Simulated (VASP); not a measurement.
# NbTe4Mo (P-6m2) in VASP: a series of runs

Runs on NbTe4Mo. Level: PBE. Tasks: single point.

All numbers are computed with VASP 6.6.1; they aren't measurements. Logs are shortened: lines on timing, memory, paths and dates and some standing lists are left out, and cuts for length are marked.

**1. The cell of the first run**

It takes space group P-6m2 (No. 187, hexagonal). Conventional cell: a = 3.623 Å, b = 3.623 Å, c = 14.736 Å, α = 90.00°, β = 90.00°, γ = 120.00°. Within 3.7 Å of Nb (site symmetry -6m2) lie 6 Te at 2.80 Å and 6 Nb at 3.62 Å. Within 3.7 Å of Te (site symmetry 3m) lie 3 Mo at 2.75 Å and 7 Te at 3.57 to 3.62 Å. Within 3.8 Å of Te (site symmetry 3m) lie 3 Nb at 2.80 Å and 7 Te at 3.62 to 3.73 Å. Mo (site symmetry -6m2) has 6 Te at 2.75 Å and 6 Mo at 3.62 Å within 3.7 Å.

**2. Single point, PBE**

INCAR reads:

```
PREC = Accurate
ENCUT = 520
EDIFF = 1E-7
ISMEAR = 0
SIGMA = 0.1
LREAL = False
LASPH = True
NELM = 80
ALGO = Normal
ISIF = 2
LWAVE = False
LCHARG = False
GGA = PE
NBANDS = 34
```

KPOINTS reads:

```
Automatic mesh
0
Gamma
  12 12 4
```

POSCAR reads:

```
NbTe4Mo
1.0
    3.6233800418      0.0000000000      0.0000000000
   -1.8116900209      3.1379391638      0.0000000000
    0.0000000000      0.0000000000     14.7358984000
Nb Te Mo
1 4 1
Direct
    0.0000000000      0.0000000000      0.0000000000
    0.0000000000      0.0000000000      0.3789820000
    0.3333333333      0.6666666667      0.8732770000
    0.0000000000      0.0000000000      0.6210180000
    0.3333333333      0.6666666667      0.1267230000
    0.3333333333      0.6666666667      0.5000000000
```

Potentials or basis: VASP PAW PBE potentials, release 64 (Nb_sv, Te, Mo_sv).

Launch:

```sh
$ cat potpaw_PBE.64/Nb_sv/POTCAR potpaw_PBE.64/Te/POTCAR potpaw_PBE.64/Mo_sv/POTCAR > POTCAR
$ mpirun -np 1 vasp_std > vasp.out
```

OUTCAR:

```text
PREC = Accurate
   ENCUT = 520
   EDIFF = 1E-7
   ISMEAR = 0
   LREAL = False
   LASPH = True
   NELM = 80
   ISIF = 2
   GGA = PE

 ion  position               nearest neighbor table
   1  0.000  0.000  0.000-   3 2.80   5 2.80   3 2.80   5 2.80   3 2.80   5 2.80
   2  0.000  0.000  0.379-   6 2.75   6 2.75   6 2.75   4 3.57
   3  0.333  0.667  0.873-   1 2.80   1 2.80   1 2.80
   4  0.000  0.000  0.621-   6 2.75   6 2.75   6 2.75   2 3.57
   5  0.333  0.667  0.127-   1 2.80   1 2.80   1 2.80
   6  0.333  0.667  0.500-   2 2.75   4 2.75   2 2.75   4 2.75   2 2.75   4 2.75

  LATTYP: Found a hexagonal cell.
 ALAT       =     3.6233800418
 C/A-ratio  =     4.0668928542

  Lattice vectors:

 A1 = (   3.6233800418,   0.0000000000,   0.0000000000)
 A2 = (  -1.8116900209,   3.1379391638,   0.0000000000)
 A3 = (   0.0000000000,   0.0000000000,  14.7358984000)

Analysis of symmetry for initial positions (statically):
=====================================================================
 Subroutine PRICEL returns:
 Original cell was already a primitive cell.

 Routine SETGRP: Setting up the symmetry group for a
 hexagonal supercell.

 Subroutine GETGRP returns: Found 12 space group operations
 (whereof 12 operations were pure point group operations)
 out of a pool of 24 trial point group operations.

The static configuration has the point symmetry D_3h.

Analysis of symmetry for dynamics (positions and initial velocities):
=====================================================================
 Subroutine PRICEL returns:
 Original cell was already a primitive cell.

 Routine SETGRP: Setting up the symmetry group for a
 hexagonal supercell.

 Subroutine GETGRP returns: Found 12 space group operations
 (whereof 12 operations were pure point group operations)
 out of a pool of 24 trial point group operations.

The dynamic configuration has the point symmetry D_3h.

 Subroutine INISYM returns: Found 12 space group operations
 (whereof 12 operations are pure point group operations),
 and found     1 'primitive' translations

----------------------------------------------------------------------------------------

                                     Primitive cell

  volume of cell :     167.5464

  direct lattice vectors                    reciprocal lattice vectors
     3.623380042  0.000000000  0.000000000     0.275985403  0.159340247  0.000000000
    -1.811690021  3.137939164  0.000000000     0.000000000  0.318680493  0.000000000
     0.000000000  0.000000000 14.735898400     0.000000000  0.000000000  0.067861489

  length of vectors
     3.623380042  3.623380042 14.735898400     0.318680493  0.318680493  0.067861489

  position of ions in fractional coordinates (direct lattice)
     0.000000000  0.000000000  0.000000000
     0.000000000  0.000000000  0.378982000
     0.333333333  0.666666667  0.873277000
     0.000000000  0.000000000  0.621018000
     0.333333333  0.666666667  0.126723000
     0.333333333  0.666666667  0.500000000

  ion indices of the primitive-cell ions
   primitive index   ion index
                 1           1
                 2           2
                 3           3
                 4           4
                 5           5
                 6           6

----------------------------------------------------------------------------------------

 KPOINTS: Automatic mesh

Automatic generation of k-mesh.
 Grid dimensions read from file:
 generate k-points for:   12   12    4

 Generating k-lattice:

  Cartesian coordinates                     Fractional coordinates (reciprocal lattice)
     0.022998784  0.013278354  0.000000000     0.083333333  0.000000000  0.000000000
     0.000000000  0.026556708  0.000000000     0.000000000  0.083333333  0.000000000
     0.000000000  0.000000000  0.016965372     0.000000000  0.000000000  0.250000000

  Length of vectors
     0.026556708  0.026556708  0.016965372

  Shift w.r.t. Gamma in fractional coordinates (k-lattice)
     0.000000000  0.000000000  0.000000000

 Subroutine IBZKPT returns following result:
 ===========================================

 Found     57 irreducible k-points:

 Following reciprocal coordinates:
            Coordinates               Weight
  0.000000  0.000000  0.000000      1.000000
  0.083333  0.000000  0.000000      6.000000
  0.166667 -0.000000  0.000000      6.000000
  0.250000 -0.000000  0.000000      6.000000
  0.333333 -0.000000  0.000000      6.000000
  0.416667  0.000000  0.000000      6.000000
[... 16 lines left out ...]
  0.250000 -0.000000  0.250000     12.000000
  0.333333 -0.000000  0.250000     12.000000
 [... further k-points ...]
   k-points           NKPTS =     57   k-points in BZ     NKDIM =     57   number of bands    NBANDS=     34
   number of dos      NEDOS =    301   number of ions     NIONS =      6
   total plane-waves  NPLWV =  87808
   dimension x,y,z NGX =    28 NGY =   28 NGZ =  112
   dimension x,y,z NGXF=    56 NGYF=   56 NGZF=  224
[... 25 lines left out ...]
   NUPDOWN=      -1.0000    fix difference up-down
   EMIN   =  10.00;   EMAX   =-10.00  energy-range for DOS
   EFERMI =   0.00;   METHOD = LEGACY
   ISMEAR =     0;   SIGMA  =   0.10  broadening in eV -4-tet -1-fermi 0-gaus
   EFERMI_NEDOS =   21; number of points for ismear=-14 and -15
   IALGO  =     38    algorithm
   IMIX   =      4    mixing-type and parameters
     AMIX     =   0.40;   BMIX     =  1.00
     AMIX_MAG =   1.60;   BMIX_MAG =  1.00
  volume/ion in A,a.u.               =      27.92       188.44
  Fermi-wavevector in a.u.,A,eV,Ry     =   1.101252  2.081064 16.500534  1.212755
  Thomas-Fermi vector in A             =   2.237676
   LORBIT       =      0    0 simple, 1 ext, 2 COOP (PROOUT), +10 PAW based schemes
   GGA     = PE    functional components
   LHFCALC =     F    Hartree Fock is set to
   AEXX    =    0.0000 exact exchange contribution
   IVDW    =     0    specifies the selected vdW correction
   LEPSILON=     F    determine dielectric tensor
   LRPA    =     F    only Hartree local field effects (RPA)
 non-spin polarized calculation
 Gauss-broadening in eV      SIGMA  =   0.10
  energy-cutoff  :      520.00
  volume of cell :      167.55
 maximum number of plane-waves:      4538
 NGX is ok and might be reduce to    28

 number of electron      51.0000001 magnetization

 Free energy of the ion-electron system (eV)
  ---------------------------------------------------
  ext. energy  EPLUGINS =         0.00000000
  ---------------------------------------------------
  free energy    TOTEN  =       -35.82533716 eV

  energy without entropy =      -35.80648853  energy(sigma->0) =      -35.81591285

 E-fermi :   6.8443     XC(G=0):  -9.8363

 val. band max:        6.8442338940   @ k =   0.2500   0.1667   0.5000
 cond. band min:       6.8564181610   @ k =   0.4167   0.0833   0.0000
 fundamental gap:      0.0121842670
 Fermi energy:         6.8443456213

 k-point     1 :       0.0000    0.0000    0.0000
  band No.  band energies     occupation
      1     -54.0630      2.00000
      2     -48.0573      2.00000
      3     -28.1745      2.00000
      4     -28.1209      2.00000
      5     -28.1209      2.00000
      6     -24.1170      2.00000
[... 26 lines left out ...]
     33      10.1699      0.00000
     34      10.1699      0.00000

 k-point     2 :       0.0833    0.0000    0.0000
  band No.  band energies     occupation
      1     -54.0625      2.00000
      2     -48.0565      2.00000
      3     -28.1731      2.00000
      4     -28.1272      2.00000
      5     -28.1224      2.00000
      6     -24.1146      2.00000
[... 26 lines left out ...]
     33      10.0099      0.00000
     34      10.0509      0.00000

 k-point     3 :       0.1667   -0.0000    0.0000
  band No.  band energies     occupation
      1     -54.0614      2.00000
      2     -48.0544      2.00000
      3     -28.1694      2.00000
      4     -28.1445      2.00000
      5     -28.1264      2.00000
      6     -24.1213      2.00000
[... 26 lines left out ...]
     33       9.7900      0.00000
     34      10.3167      0.00000
[... 704 lines left out ...]
 k-point    23 :       0.2500   -0.0000    0.2500
  band No.  band energies     occupation
      1     -54.0598      2.00000
      2     -48.0515      2.00000
      3     -28.1679      2.00000
      4     -28.1642      2.00000
      5     -28.1319      2.00000
      6     -24.1596      2.00000
[... 26 lines left out ...]
     33       9.9929      0.00000
     34      10.5579      0.00000

 k-point    24 :       0.3333   -0.0000    0.2500
  band No.  band energies     occupation
      1     -54.0582      2.00000
      2     -48.0486      2.00000
      3     -28.1912      2.00000
      4     -28.1590      2.00000
      5     -28.1374      2.00000
      6     -24.1976      2.00000
[... 26 lines left out ...]
     33      10.1174      0.00000
     34      10.7164      0.00000

 [... further k-points ...]
[... 5 lines left out ...]
  --------------------------------------------------------------------------------------
  -------------------------------------------------------------------------------------
  Total       -0.0620550     -0.0620550      0.0069652     -0.0000000     -0.0000000      0.0000000
  in kB       -0.5934068     -0.5934068      0.0666057     -0.0000000     -0.0000000      0.0000000
  external PRESSURE =      -0.3734026 kB  Pullay stress =       0.0000000 kB

 VOLUME and BASIS-vectors are now :
 -----------------------------------------------------------------------------
  energy-cutoff  :      520.00
  volume of cell :      167.55
      direct lattice vectors                 reciprocal lattice vectors
     3.623380042  0.000000000  0.000000000     0.275985403  0.159340247  0.000000000
    -1.811690021  3.137939164  0.000000000     0.000000000  0.318680493  0.000000000
     0.000000000  0.000000000 14.735898400     0.000000000  0.000000000  0.067861489

 POSITION                                       TOTAL-FORCE (eV/Angst)
 -----------------------------------------------------------------------------------
      0.00000      0.00000      0.00000        -0.000000     -0.000000     -0.000000
      0.00000      0.00000      5.58464        -0.000000     -0.000000     -0.013644
     -0.00000      2.09196     12.86852         0.000000     -0.000000      0.006835
      0.00000      0.00000      9.15126        -0.000000     -0.000000      0.013644
     -0.00000      2.09196      1.86738        -0.000000      0.000000     -0.006835
     -0.00000      2.09196      7.36795         0.000000     -0.000000     -0.000000
 -----------------------------------------------------------------------------------
    total drift:                                0.000001     -0.000000     -0.000000

  FREE ENERGIE OF THE ION-ELECTRON SYSTEM (eV)
  ---------------------------------------------------
  free  energy   TOTEN  =       -35.8253371640 eV

  energy  without entropy=      -35.8064885337  energy(sigma->0) =      -35.81591285
```

Run time: 13 min. Hardware: 1 thread of Intel Xeon 8259CL, shared host; peak memory 0.5 GiB.

Results:

```
Free energy            : -35.8253 eV
Pressure               : 0.0 GPa
Largest force          : 0.014 eV/Å
Band gap on the k mesh : zero (an odd number of electrons rules out a gap without spin polarisation)
```

Forces on the atoms (eV/Å):
```
Nb   0.000  0.000  0.000
Te   0.000  0.000 -0.014
Te   0.000  0.000  0.007
Te   0.000  0.000  0.014
Te   0.000  0.000 -0.007
Mo   0.000  0.000  0.000
```

Caveat: spin-orbit coupling is left out, which moves the levels of the heavy elements; this functional lacks dispersion, which binds layers or chains, so the pressure and a relaxed spacing across them are unreliable; an odd number of electrons without spin polarisation forces a metal; a magnetic or distorted state may lie lower.

**3. Single point, PBE, collinear spin**

INCAR reads:

```
SYSTEM = NbTe4Mo
PREC = Accurate
ENCUT = 520
EDIFF = 1E-6
ISMEAR = 0
SIGMA = 0.1
LREAL = .FALSE.
LASPH = .TRUE.
NELM = 150
ALGO = Normal
ISIF = 2
LWAVE = .FALSE.
LCHARG = .FALSE.
ISPIN = 2
MAGMOM = 1 0 0 0 0 1
LORBIT = 11
LMAXMIX = 4
GGA = PE
NBANDS = 38
```

KPOINTS reads:

```
regular mesh
0
G
  6 6 2
  0 0 0
```

POSCAR reads:

```
NbTe4Mo
1.0
    3.6233800000      0.0000000000      0.0000000000
   -1.8116900000      3.1379392000      0.0000000000
    0.0000000000      0.0000000000     14.7358984000
Nb Te Mo
1 4 1
Direct
    0.0000000000      0.0000000000      0.0000000000
    0.0000000000      0.0000000000      0.3789820000
    0.3333333000      0.6666667000      0.8732770000
    0.0000000000      0.0000000000      0.6210180000
    0.3333333000      0.6666667000      0.1267230000
    0.3333333000      0.6666667000      0.5000000000
```

Potentials or basis: VASP PAW PBE potentials, release 64 (Nb_sv, Te, Mo_sv).

Launch:

```sh
$ cat potpaw_PBE.64/Nb_sv/POTCAR potpaw_PBE.64/Te/POTCAR potpaw_PBE.64/Mo_sv/POTCAR > POTCAR
$ mpirun -np 1 vasp_std > vasp.out
```

It took 6.3 min on 1 thread of Intel Xeon 8259CL, shared host; peak memory 0.43 GiB.

Results (log left out):

```yaml
Free_energy: -35.8204 eV
Pressure: 0.1 GPa
Largest_force: 0.017 eV/Å
Net_moment: 0.38 μB per cell
Site_moments: Nb +0.24; Te +0.00; Mo +0.00 μB
Valence_electrons_inside_the_program's_atomic_spheres: Nb 10.58; Te 3.40, 3.43 (each value once); Mo 12.32
```

Forces on the atoms (eV/Å):
```
Nb   0.000  0.000  0.000
Te   0.000  0.000 -0.017
Te   0.000  0.000  0.003
Te   0.000  0.000  0.017
Te   0.000  0.000 -0.003
Mo   0.000  0.000  0.000
```

Levels at points of the mesh, in eV from the Fermi level:
Spin up:
| k point | band 22 | band 23 | band 24 | band 25 | band 26 | band 27 | band 28 | band 29 | band 30 | band 31 |
| --- | --- | --- | --- | --- | --- | --- | --- | --- | --- | --- |
| (0.00, 0.00, 0.00) | -0.60 | -0.49 | -0.38 | -0.38 | 0.27 | 2.69 | 2.69 | 2.96 | 2.96 | 3.06 |
| (0.50, 0.00, 0.00) | -1.49 | -0.85 | -0.66 | -0.53 | -0.21 | 1.09 | 1.43 | 2.04 | 2.32 | 2.78 |
| (0.00, 0.00, 0.50) | -1.13 | -0.38 | -0.38 | -0.09 | 0.26 | 2.69 | 2.69 | 2.96 | 2.96 | 3.08 |
| (0.50, 0.00, 0.50) | -1.51 | -0.84 | -0.65 | -0.52 | -0.23 | 1.09 | 1.45 | 2.04 | 2.32 | 3.00 |
Spin down:
```
           k point  band 22  band 23  band 24  band 25  band 26  band 27  band 28  band 29
(0.00, 0.00, 0.00)    -0.53    -0.48    -0.30    -0.30     0.46     2.69     2.69     2.97
(0.50, 0.00, 0.00)    -1.45    -0.85    -0.66    -0.31    -0.19     1.09     1.44     2.28
(0.00, 0.00, 0.50)    -1.11    -0.30    -0.30    -0.09     0.49     2.69     2.69     2.96
(0.50, 0.00, 0.50)    -1.47    -0.84    -0.65    -0.30    -0.20     1.09     1.45     2.27
```

Caveat: a moment this small can come from the mesh or the smearing; spin-orbit coupling is left out, which moves the levels of the heavy elements; this functional lacks dispersion, which binds layers or chains, so the pressure and a relaxed spacing across them are unreliable.

**4. Single point, PBE**

This run uses another cell than the first one: it holds 12 atoms, not 6.

INCAR reads:

```
PREC     = Accurate       # precision mode
ENCUT    = 520            # plane-wave cutoff, eV
EDIFF    = 1E-7           # SCF threshold, eV
ISMEAR   = 0              # smearing method
SIGMA    = 0.2            # smearing width, eV
LREAL    = F              # projectors in reciprocal space
LASPH    = T              # aspherical terms in the spheres
NELM     = 80             # most SCF steps
ALGO     = Normal         # electronic algorithm
ISIF     = 2              # what is computed and relaxed
LWAVE    = F              # write WAVECAR
LCHARG   = F              # write CHGCAR
GGA      = PE             # functional
NBANDS   = 63             # bands
```

KPOINTS reads:

```
Automatic mesh
0
Gamma
  6 4 2
```

POSCAR reads:

```
NbTe4Mo
1.0
    1.8116900209     -3.1379391638      0.0000000000
   -5.4350700627     -3.1379391638      0.0000000000
    0.0000000000      0.0000000000    -14.7358984000
Nb Te Mo
2 8 2
Direct
    0.0000000000      1.0000000000      0.0000000000
    0.5000000000      0.5000000000      0.0000000000
    0.0000000000      1.0000000000      0.6210180000
    0.5000000000      0.5000000000      0.6210180000
    0.5000000000      0.8333333333      0.1267230000
    1.0000000000      0.3333333333      0.1267230000
    0.0000000000      1.0000000000      0.3789820000
    0.5000000000      0.5000000000      0.3789820000
    0.5000000000      0.8333333333      0.8732770000
    1.0000000000      0.3333333333      0.8732770000
    0.5000000000      0.8333333333      0.5000000000
    1.0000000000      0.3333333333      0.5000000000
```

Launch:

```sh
$ cat potpaw_PBE.64/Nb_sv/POTCAR potpaw_PBE.64/Te/POTCAR potpaw_PBE.64/Mo_sv/POTCAR > POTCAR
$ mpirun -np 1 vasp_std > vasp.out
```

It took 20 min on 1 thread of Intel Xeon 8259CL, shared host; peak memory 0.67 GiB.

It converged, with:

```
Free energy            : -71.6986 eV
Pressure               : 0.0 GPa
Largest force          : 0.019 eV/Å
Band gap on the k mesh : zero (bands 51 and 52 overlap by 0.48 eV)
```

Forces in eV/Å, atoms in the order of the input:
```
Nb  -0.005 -0.003  0.000
Nb  -0.005 -0.003  0.000
Te   0.000  0.000 -0.019
Te   0.000  0.000 -0.019
Te   0.003  0.001 -0.001
Te   0.003  0.001 -0.001
Te   0.000  0.000  0.019
Te   0.000  0.000  0.019
Te   0.003  0.001  0.001
Te   0.003  0.001  0.001
Mo  -0.001  0.000  0.000
Mo  -0.001  0.000  0.000
```

Stress tensor (GPa, compression positive):
```
-0.07 -0.01  0.00
-0.01 -0.06  0.00
 0.00  0.00  0.05
```

Levels at points of the mesh, in eV from the Fermi level:
```csv
k point,band 47,band 48,band 49,band 50,band 51,band 52,band 53,band 54,band 55,band 56
"(0.00, 0.00, 0.00)",-0.53,-0.42,-0.34,-0.34,-0.21,0.35,1.03,1.37,2.16,2.45
"(0.50, 0.00, 0.00)",-1.25,-1.25,-0.58,-0.58,0.14,0.14,1.08,1.08,1.37,1.37
"(0.00, 0.50, 0.00)",-0.77,-0.77,-0.66,-0.66,-0.29,-0.29,1.30,1.30,1.79,1.79
"(0.50, 0.50, 0.00)",-0.72,-0.72,-0.42,-0.42,-0.21,-0.21,1.03,1.03,1.37,1.37
"(0.00, 0.00, 0.50)",-0.41,-0.34,-0.34,-0.23,-0.14,0.37,1.03,1.39,2.16,2.45
"(0.50, 0.00, 0.50)",-1.30,-1.30,-0.57,-0.57,0.13,0.13,1.12,1.12,1.42,1.42
"(0.00, 0.50, 0.50)",-0.82,-0.82,-0.66,-0.66,-0.26,-0.26,1.42,1.42,1.73,1.73
"(0.50, 0.50, 0.50)",-0.71,-0.71,-0.41,-0.41,-0.23,-0.23,1.03,1.03,1.39,1.39
```

Caveat: spin-orbit coupling is left out, which moves the levels of the heavy elements; this functional lacks dispersion, which binds layers or chains, so the pressure and a relaxed spacing across them are unreliable.

**5. Overview**

| spin | cell | k mesh | smearing | gap on the mesh (eV) | pressure (GPa) | largest force (eV/Å) |
| --- | --- | --- | --- | --- | --- | --- |
| off | a = 3.623, b = 3.623, c = 14.736 Å, angles 90.0, 90.0, 120.0°, 6 atoms, atomic positions A | 12 × 12 × 4 | gaussian 0.1 eV | none | 0.0 | 0.01 |
| collinear | a = 3.623, b = 3.623, c = 14.736 Å, angles 90.0, 90.0, 120.0°, 6 atoms, atomic positions A | 6 × 6 × 2 | gaussian 0.1 eV | none | 0.1 | 0.02 |
| off | a = 3.623, b = 6.276, c = 14.736 Å, 12 atoms, atomic positions B | 6 × 4 × 2 | gaussian 0.2 eV | none | 0.0 | 0.02 |

Alike in all rows: task single point; level PBE; potentials or basis VASP PAW PBE potentials, release 64 (Nb_sv, Te, Mo_sv); cutoff (eV) 520.

Caveats: spin-orbit coupling is left out, which moves the levels of the heavy elements; this functional lacks dispersion, which binds layers or chains, so the pressure and a relaxed spacing across them are unreliable; an odd number of electrons without spin polarisation forces a metal (at least some runs); a magnetic or distorted state may lie lower (at least some runs); a moment this small can come from the mesh or the smearing (at least some runs).

Total energies depend on the potentials used, so only differences within one code and one set of settings carry meaning.

The gap in the log of VASP goes by the Fermi energy; the results here count the filled bands.